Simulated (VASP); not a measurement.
# AgCl (Pm-3m) in VASP: further runs

Aim: see how the results for AgCl move with the level of theory and the settings. Levels: PBE, PBE-based screened hybrid with 75 % exact exchange. Tasks: single point.

Everything below comes from runs of VASP 6.6.1. Logs are shortened: lines on timing, memory, paths and dates and some standing lists are left out, and cuts for length are marked.

**1. The cell of the first run**

Symmetry: Pm-3m, No. 221, cubic system. Conventional cell: a = 3.396 Å, b = 3.396 Å, c = 3.396 Å, α = 90.00°, β = 90.00°, γ = 90.00°. Within 3.9 Å of Ag (site symmetry m-3m) lie 8 Cl at 2.94 Å and 6 Ag at 3.40 Å. Cl (site symmetry m-3m) has 8 Ag at 2.94 Å and 6 Cl at 3.40 Å within 3.9 Å.

**2. Single point, PBE**

File INCAR:

```
ALGO = Normal
EDIFF = 1E-6
ENCUT = 500
GGA = PE
GGA_COMPAT = False
ISIF = 2
ISMEAR = 0
LASPH = True
LCHARG = False
LREAL = False
LWAVE = False
NBANDS = 16
NELM = 120
PREC = Accurate
SIGMA = 0.01
```

File KPOINTS:

```
Automatic mesh
0
Gamma
  6 6 6
  0.5 0.5 0.5
```

File POSCAR:

```
AgCl
1.0
    3.3955880419      0.0000000000      0.0000000000
    0.0000000000      3.3955880419      0.0000000000
    0.0000000000      0.0000000000      3.3955880419
Ag Cl
1 1
Direct
    0.0000000000      0.0000000000      0.0000000000
    0.5000000000      0.5000000000      0.5000000000
```

Potentials or basis: VASP PAW PBE potentials, release 64 (Ag, Cl).

On the command line:

```bash
cat potpaw_PBE.64/Ag/POTCAR potpaw_PBE.64/Cl/POTCAR > POTCAR
mpirun -np 1 vasp_std > vasp.out
```

OUTCAR:

```text
EDIFF = 1E-6
   ENCUT = 500
   GGA = PE
   ISIF = 2
   ISMEAR = 0
   LASPH = True
   LREAL = False
   NELM = 120
   PREC = Accurate

 ion  position               nearest neighbor table
   1  0.000  0.000  0.000-   2 2.94   2 2.94   2 2.94   2 2.94   2 2.94   2 2.94   2 2.94   2 2.94

   2  0.500  0.500  0.500-   1 2.94   1 2.94   1 2.94   1 2.94   1 2.94   1 2.94   1 2.94   1 2.94

  LATTYP: Found a simple cubic cell.
 ALAT       =     3.3955880419

  Lattice vectors:

 A1 = (   3.3955880419,   0.0000000000,   0.0000000000)
 A2 = (   0.0000000000,   3.3955880419,   0.0000000000)
 A3 = (   0.0000000000,   0.0000000000,   3.3955880419)

Analysis of symmetry for initial positions (statically):
=====================================================================
 Subroutine PRICEL returns:
 Original cell was already a primitive cell.

 Routine SETGRP: Setting up the symmetry group for a
 simple cubic supercell.

 Subroutine GETGRP returns: Found 48 space group operations
 (whereof 48 operations were pure point group operations)
 out of a pool of 48 trial point group operations.

The static configuration has the point symmetry O_h .

Analysis of symmetry for dynamics (positions and initial velocities):
=====================================================================
 Subroutine PRICEL returns:
 Original cell was already a primitive cell.

 Routine SETGRP: Setting up the symmetry group for a
 simple cubic supercell.

 Subroutine GETGRP returns: Found 48 space group operations
 (whereof 48 operations were pure point group operations)
 out of a pool of 48 trial point group operations.

The dynamic configuration has the point symmetry O_h .

 Subroutine INISYM returns: Found 48 space group operations
 (whereof 48 operations are pure point group operations),
 and found     1 'primitive' translations

----------------------------------------------------------------------------------------

                                     Primitive cell

  volume of cell :      39.1512

  direct lattice vectors                    reciprocal lattice vectors
     3.395588042  0.000000000  0.000000000     0.294499800  0.000000000  0.000000000
     0.000000000  3.395588042  0.000000000     0.000000000  0.294499800  0.000000000
     0.000000000  0.000000000  3.395588042     0.000000000  0.000000000  0.294499800

  length of vectors
     3.395588042  3.395588042  3.395588042     0.294499800  0.294499800  0.294499800

  position of ions in fractional coordinates (direct lattice)
     0.000000000  0.000000000  0.000000000
     0.500000000  0.500000000  0.500000000

  ion indices of the primitive-cell ions
   primitive index   ion index
                 1           1
                 2           2

----------------------------------------------------------------------------------------

 KPOINTS: Automatic mesh

Automatic generation of k-mesh.
 Grid dimensions read from file:
 generate k-points for:    6    6    6

 Generating k-lattice:

  Cartesian coordinates                     Fractional coordinates (reciprocal lattice)
     0.049083300  0.000000000  0.000000000     0.166666667  0.000000000  0.000000000
     0.000000000  0.049083300  0.000000000     0.000000000  0.166666667  0.000000000
     0.000000000  0.000000000  0.049083300     0.000000000  0.000000000  0.166666667

  Length of vectors
     0.049083300  0.049083300  0.049083300

  Shift w.r.t. Gamma in fractional coordinates (k-lattice)
     0.500000000  0.500000000  0.500000000

 Subroutine IBZKPT returns following result:
 ===========================================

 Found     10 irreducible k-points:

 Following reciprocal coordinates:
            Coordinates               Weight
  0.083333  0.083333  0.083333      8.000000
  0.250000  0.083333  0.083333     24.000000
  0.416667  0.083333  0.083333     24.000000
  0.250000  0.250000  0.083333     24.000000
  0.416667  0.250000  0.083333     48.000000
  0.416667  0.416667  0.083333     24.000000
  0.250000  0.250000  0.250000      8.000000
  0.416667  0.250000  0.250000     24.000000
  0.416667  0.416667  0.250000     24.000000
  0.416667  0.416667  0.416667      8.000000
   k-points           NKPTS =     10   k-points in BZ     NKDIM =     10   number of bands    NBANDS=     16
   number of dos      NEDOS =    301   number of ions     NIONS =      2
   total plane-waves  NPLWV =  21952
   dimension x,y,z NGX =    28 NGY =   28 NGZ =   28
   dimension x,y,z NGXF=    56 NGYF=   56 NGZF=   56
   ions per type =               1   1
   NGX,Y,Z   is equivalent  to a cutoff of  13.71, 13.71, 13.71 a.u.
   NGXF,Y,Z  is equivalent  to a cutoff of  27.42, 27.42, 27.42 a.u.
 SYSTEM =  unknown system
   PREC   = accura    normal or accurate (medium, high low for compatibility)
   ISTART =      0    job   : 0-new  1-cont  2-samecut
   ICHARG =      2    charge: 1-file 2-atom 10-const
   ISPIN  =      1    spin polarized calculation?
   LNONCOLLINEAR =      F non collinear calculations
   LSORBIT =      F    spin-orbit coupling
   LASPH  =      T    aspherical Exc in radial PAW
   ENCUT  =  500.0 eV  36.75 Ry    6.06 a.u.   6.19  6.19  6.19*2*pi/ulx,y,z
   NELM   =    120;   NELMIN=  2; NELMDL= -5     # of ELM steps
   EDIFF  = 0.1E-05   stopping-criterion for ELM
   LREAL  =      F    real-space projection
   EDIFFG = 0.1E-04   stopping-criterion for IOM
   NSW    =      0    number of steps for IOM
   IBRION =     -1    ionic relax: 0-MD 1-quasi-New 2-CG
   NFREE  =      0    steps in history (QN), initial steepest desc. (CG)
   ISIF   =      2    stress and relaxation
   ISYM   =      2    0-nonsym 1-usesym 2-fastsym
   POTIM  = 0.5000    time-step for ionic-motion
   TEBEG  =    0.0;   TEEND  =   0.0 temperature during run
   PSTRESS=    0.0 pullay stress
   NELECT =      18.0000    total number of electrons
   NUPDOWN=      -1.0000    fix difference up-down
   EMIN   =  10.00;   EMAX   =-10.00  energy-range for DOS
   EFERMI =   0.00;   METHOD = LEGACY
   ISMEAR =     0;   SIGMA  =   0.01  broadening in eV -4-tet -1-fermi 0-gaus
   EFERMI_NEDOS =   21; number of points for ismear=-14 and -15
   IALGO  =     38    algorithm
   IMIX   =      4    mixing-type and parameters
     AMIX     =   0.40;   BMIX     =  1.00
     AMIX_MAG =   1.60;   BMIX_MAG =  1.00
  volume/ion in A,a.u.               =      19.58       132.10
  Fermi-wavevector in a.u.,A,eV,Ry     =   1.263525  2.387717 21.721655  1.596497
  Thomas-Fermi vector in A             =   2.396878
   LORBIT       =      0    0 simple, 1 ext, 2 COOP (PROOUT), +10 PAW based schemes
   GGA     = PE    functional components
   LHFCALC =     F    Hartree Fock is set to
   AEXX    =    0.0000 exact exchange contribution
   IVDW    =     0    specifies the selected vdW correction
   LEPSILON=     F    determine dielectric tensor
   LRPA    =     F    only Hartree local field effects (RPA)
 non-spin polarized calculation
 Gauss-broadening in eV      SIGMA  =   0.01
  energy-cutoff  :      500.00
  volume of cell :       39.15
 maximum number of plane-waves:      1003
 NGX is ok and might be reduce to    28
   NGX = 13   NGY = 13   NGZ = 13

 number of electron      18.0000002 magnetization

 Free energy of the ion-electron system (eV)
  ---------------------------------------------------
  ext. energy  EPLUGINS =         0.00000000
  ---------------------------------------------------
  free energy    TOTEN  =        -5.11899625 eV

  energy without entropy =       -5.11899625  energy(sigma->0) =       -5.11899625

 E-fermi :   4.3208     XC(G=0): -10.5659

 val. band max:        4.1985288427   @ k =   0.4167   0.0833   0.0833
 cond. band min:       5.9525187057   @ k =   0.0833   0.0833   0.0833
 fundamental gap:      1.7539898629
 Fermi energy:         4.3207594231

 k-point     1 :       0.0833    0.0833    0.0833
  band No.  band energies     occupation
      1     -10.3841      2.00000
      2       1.3912      2.00000
      3       1.3912      2.00000
      4       1.6669      2.00000
      5       2.2101      2.00000
      6       2.2101      2.00000
      7       2.8403      2.00000
      8       2.9580      2.00000
      9       2.9580      2.00000
     10       5.9525      0.00000
     11      13.7990      0.00000
     12      13.7990      0.00000
     13      16.3752      0.00000
     14      17.6312      0.00000
     15      17.6312      0.00000
     16      20.9652      0.00000

 k-point     2 :       0.2500    0.0833    0.0833
  band No.  band energies     occupation
      1     -10.1828      2.00000
      2       0.3127      2.00000
      3       1.3754      2.00000
      4       1.5932      2.00000
      5       1.7531      2.00000
      6       2.3601      2.00000
      7       2.5187      2.00000
      8       3.3582      2.00000
      9       3.6822      2.00000
     10       7.3295      0.00000
     11      12.9825      0.00000
     12      13.8282      0.00000
     13      15.4670      0.00000
     14      15.4881      0.00000
     15      18.3800      0.00000
     16      20.1212      0.00000

 k-point     3 :       0.4167    0.0833    0.0833
  band No.  band energies     occupation
      1      -9.9614      2.00000
      2      -0.6845      2.00000
      3       1.2263      2.00000
      4       1.4602      2.00000
      5       1.6696      2.00000
      6       2.4526      2.00000
      7       2.7735      2.00000
      8       3.7289      2.00000
      9       4.1985      2.00000
     10       8.8041      0.00000
     11      10.7118      0.00000
     12      13.8342      0.00000
     13      14.1609      0.00000
     14      15.1315      0.00000
     15      19.7044      0.00000
     16      20.9642      0.00000

 k-point     4 :       0.2500    0.2500    0.0833
  band No.  band energies     occupation
      1     -10.0081      2.00000
      2       0.3535      2.00000
      3       0.9278      2.00000
      4       1.5875      2.00000
      5       1.8491      2.00000
      6       2.2347      2.00000
      7       2.6154      2.00000
      8       2.8626      2.00000
      9       3.8087      2.00000
     10       8.1465      0.00000
     11      12.3218      0.00000
     12      13.8105      0.00000
     13      15.3314      0.00000
     14      15.5365      0.00000
     15      17.7983      0.00000
     16      20.4874      0.00000

 k-point     5 :       0.4167    0.2500    0.0833
  band No.  band energies     occupation
      1      -9.8188      2.00000
      2      -0.2290      2.00000
      3       0.8864      2.00000
      4       1.7224      2.00000
      5       1.8434      2.00000
      6       2.2901      2.00000
      7       2.6219      2.00000
      8       2.8552      2.00000
      9       3.9850      2.00000
     10       8.4184      0.00000
     11      11.3484      0.00000
     12      13.3489      0.00000
     13      15.2553      0.00000
     14      16.1161      0.00000
     15      18.5110      0.00000
     16      21.2903      0.00000

 k-point     6 :       0.4167    0.4167    0.0833
  band No.  band energies     occupation
      1      -9.6666      2.00000
      2       0.2921      2.00000
      3       0.5031      2.00000
      4       1.7853      2.00000
      5       2.0120      2.00000
      6       2.1810      2.00000
      7       2.2851      2.00000
      8       2.7916      2.00000
      9       3.6587      2.00000
     10       7.4720      0.00000
     11      12.4091      0.00000
     12      13.0778      0.00000
     13      15.5149      0.00000
     14      17.3521      0.00000
     15      18.5133      0.00000
     16      20.1608      0.00000

 k-point     7 :       0.2500    0.2500    0.2500
  band No.  band energies     occupation
      1      -9.8441      2.00000
      2       0.7062      2.00000
      3       0.7062      2.00000
      4       0.9004      2.00000
      5       2.1057      2.00000
      6       2.1057      2.00000
      7       2.3379      2.00000
      8       3.5102      2.00000
      9       3.5102      2.00000
     10       8.2819      0.00000
     11      12.6654      0.00000
     12      12.6654      0.00000
     13      14.7702      0.00000
     14      16.7367      0.00000
     15      16.7367      0.00000
     16      21.1898      0.00000

 k-point     8 :       0.4167    0.2500    0.2500
  band No.  band energies     occupation
      1      -9.6670      2.00000
      2      -0.0068      2.00000
      3       0.5156      2.00000
      4       1.4372      2.00000
      5       2.0953      2.00000
      6       2.2449      2.00000
      7       2.3688      2.00000
      8       3.0891      2.00000
      9       4.0709      2.00000
     10       8.3744      0.00000
     11      11.4856      0.00000
     12      11.5049      0.00000
     13      16.2784      0.00000
     14      16.6956      0.00000
     15      18.1655      0.00000
     16      19.9375      0.00000

 k-point     9 :       0.4167    0.4167    0.2500
  band No.  band energies     occupation
      1      -9.5038      2.00000
      2       0.1018      2.00000
      3       0.1472      2.00000
      4       0.8809      2.00000
      5       2.2091      2.00000
      6       2.6259      2.00000
      7       2.7485      2.00000
      8       3.2277      2.00000
      9       3.9925      2.00000
     10       7.9012      0.00000
     11      10.8247      0.00000
     12      11.1353      0.00000
     13      15.4421      0.00000
     14      17.3693      0.00000
     15      19.7355      0.00000
     16      19.8645      0.00000

 k-point    10 :       0.4167    0.4167    0.4167
  band No.  band energies     occupation
      1      -9.3277      2.00000
      2      -0.1009      2.00000
      3      -0.1009      2.00000
      4       0.0779      2.00000
      5       2.6812      2.00000
      6       2.6812      2.00000
      7       3.5071      2.00000
      8       3.9963      2.00000
      9       3.9963      2.00000
     10       8.5241      0.00000
     11       9.5544      0.00000
     12       9.5544      0.00000
     13      12.8918      0.00000
     14      20.4837      0.00000
     15      20.4837      0.00000
     16      20.7754      0.00000

------------------------ aborting loop because EDIFF is reached ----------------------------------------

  FORCE on cell =-STRESS in cart. coord.  units (eV):
  Direction    XX          YY          ZZ          XY          YZ          ZX
  --------------------------------------------------------------------------------------
  -------------------------------------------------------------------------------------
  Total        0.3540467      0.3540467      0.3540467     -0.0000000     -0.0000000      0.0000000
  in kB       14.4885893     14.4885893     14.4885893     -0.0000000     -0.0000000      0.0000000
  external PRESSURE =      14.4885893 kB  Pullay stress =       0.0000000 kB

 VOLUME and BASIS-vectors are now :
 -----------------------------------------------------------------------------
  energy-cutoff  :      500.00
  volume of cell :       39.15
      direct lattice vectors                 reciprocal lattice vectors
     3.395588042  0.000000000  0.000000000     0.294499800  0.000000000  0.000000000
     0.000000000  3.395588042  0.000000000     0.000000000  0.294499800  0.000000000
     0.000000000  0.000000000  3.395588042     0.000000000  0.000000000  0.294499800

 POSITION                                       TOTAL-FORCE (eV/Angst)
 -----------------------------------------------------------------------------------
      0.00000      0.00000      0.00000         0.000000      0.000000      0.000000
      1.69779      1.69779      1.69779         0.000000      0.000000      0.000000
 -----------------------------------------------------------------------------------
    total drift:                               -0.000000      0.000000      0.000000

  FREE ENERGIE OF THE ION-ELECTRON SYSTEM (eV)
  ---------------------------------------------------
  free  energy   TOTEN  =        -5.1189962495 eV

  energy  without entropy=       -5.1189962495  energy(sigma->0) =       -5.11899625
```

Run time: 7.9 s. Hardware: 1 thread of Intel Xeon 8259CL, shared host; peak memory 0.15 GiB.

What came out:

```yaml
Free_energy: -5.1190 eV
Pressure: 1.4 GPa
Band_gap_on_the_k_mesh: 1.75 eV (least direct gap 2.99 eV)
```

Levels at points of the mesh, in eV from the valence-band top:
```csv
k point,band 7,band 8,band 9,band 10,band 11,band 12
"(0.08, 0.08, 0.08)",-1.36,-1.24,-1.24,1.75,9.60,9.60
```

Caveat: the structure was generated, so it needn't be the stable form of AgCl; a shifted mesh leaves out Γ, where band edges can lie. A k mesh can miss the band edges.

**3. Single point, PBE**

File INCAR:

```
SYSTEM = AgCl
PREC = Accurate
ENCUT = 500
EDIFF = 1E-6
ISMEAR = -1
SIGMA = 0.05
LREAL = .FALSE.
LASPH = .TRUE.
NELM = 120
ALGO = Normal
ISIF = 2
LWAVE = .FALSE.
LCHARG = .FALSE.
GGA = PE
NBANDS = 16
GGA_COMPAT = .FALSE.
```

File KPOINTS:

```
Automatic mesh
0
G
  6 6 6
  0 0 0
```

POSCAR is that of step 2.

Potentials or basis: VASP PAW PBE potentials, release 64 (Ag, Cl).

On the command line:

```bash
cat potpaw_PBE.64/Ag/POTCAR potpaw_PBE.64/Cl/POTCAR > POTCAR
mpirun -np 1 vasp_std > vasp.out
```

Run time: 12 s. Hardware: 1 thread of Intel Xeon 8259CL, shared host; peak memory 0.16 GiB.

Results (log left out):

| Item | Value |
| --- | --- |
| Free energy | -5.1146 eV |
| Pressure | 1.5 GPa |
| Band gap on the k mesh | 0.58 eV (least direct gap 2.19 eV) |

Levels at points of the mesh, in eV from the valence-band top:
```tsv
k point	band 6	band 7	band 8	band 9	band 10	band 11	band 12	band 13
(0.00, 0.00, 0.00)	-1.85	-1.61	-1.61	-1.61	0.58	9.40	9.40	13.92
(0.50, 0.00, 0.00)	-1.80	-1.47	0.00	0.00	4.92	5.67	9.30	10.02
(0.50, 0.50, 0.00)	-2.16	-2.16	-1.53	-0.95	2.78	9.07	9.07	10.65
(0.50, 0.50, 0.50)	-1.51	-0.17	-0.17	-0.17	4.69	4.69	4.69	6.92
```

Caveat: the structure was generated, so it needn't be the stable form of AgCl; semilocal functionals underestimate gaps, and a narrow one can read as zero. A k mesh can miss the band edges.

**4. Single point, PBE**

File INCAR:

```
SYSTEM = AgCl
ALGO = Normal ; EDIFF = 1E-6
ENCUT = 500 ; GGA = PE
GGA_COMPAT = .False. ; ISIF = 2
ISMEAR = 0 ; ISYM = 0
LASPH = .True. ; LCHARG = .False.
LREAL = .False. ; LWAVE = .False.
NBANDS = 16 ; NELM = 120
PREC = Accurate ; SIGMA = 0.01
```

File KPOINTS:

```
Automatic mesh
0
Gamma
  6 6 6
  0 0 0.5
```

POSCAR is that of step 3.

On the command line:

```bash
cat potpaw_PBE.64/Ag/POTCAR potpaw_PBE.64/Cl/POTCAR > POTCAR
mpirun -np 1 vasp_std > vasp.out
```

Run time: 2.2 min. Hardware: 1 thread of Intel Xeon 8259CL, shared host; peak memory 0.3 GiB.

It converged, with:

```yaml
Free_energy: -5.1161 eV
Pressure: 1.5 GPa
Band_gap_on_the_k_mesh: 1.02 eV (least direct gap 2.31 eV)
```

Levels at points of the mesh, in eV from the valence-band top:
| k point | band 7 | band 8 | band 9 | band 10 | band 11 | band 12 |
| --- | --- | --- | --- | --- | --- | --- |
| (0.00, 0.00, 0.08) | -1.80 | -1.29 | -1.29 | 1.02 | 9.44 | 9.49 |

Caveat: the structure was generated, so it needn't be the stable form of AgCl; a shifted mesh leaves out Γ, where band edges can lie. A k mesh can miss the band edges.

[end of part 1 of 2]
